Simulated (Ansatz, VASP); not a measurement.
**Two plane-wave programs on TiCo**

```xyz
2
Lattice="2.9887 0.0000 0.0000 0.0000 2.9887 0.0000 0.0000 0.0000 2.9887" Properties=species:S:1:pos:R:3 pbc="T T T"
Ti    0.0000    0.0000    0.0000
Co    1.4944    1.4944    1.4944
```

Alike in both runs: task single point; functional r2SCAN; k mesh 12 × 12 × 12; occupations gaussian, width 0.05 eV; collinear spin.

|  | VASP | Ansatz |
| --- | --- | --- |
| version | VASP 6.6.1 | Ansatz 0.2.0 |
| potentials or method | VASP PAW PBE potentials, release 64 (Ti_sv, Co), cutoff 520 eV | scalar-relativistic, plane waves, PAW |
| valence electrons in the cell | 21 | 29 |

```csv
,VASP,Ansatz,Ansatz less VASP
gap on the k mesh at the Fermi level (eV),none,none,-
pressure (GPa),0.3,0.0,-0.28
net moment per atom (μB),0.45,0.45,0.000
size of the moment on the site where the two differ most (μB),1.38,1.41,+0.029
```

VASP's potentials were made for PBE, not for r2SCAN. Site moments also hang on the region over which each program counts them. A gap of «none» marks a metal or a gap that the smearing closes. The functional is the same, so the differences come from potentials, cutoffs and numerics. VASP's potentials hold 21 valence electrons a cell and Ansatz's 29, so a difference there can come from the potentials and not from the codes. Ansatz's warnings: seeded moment not kept, stability check not made.
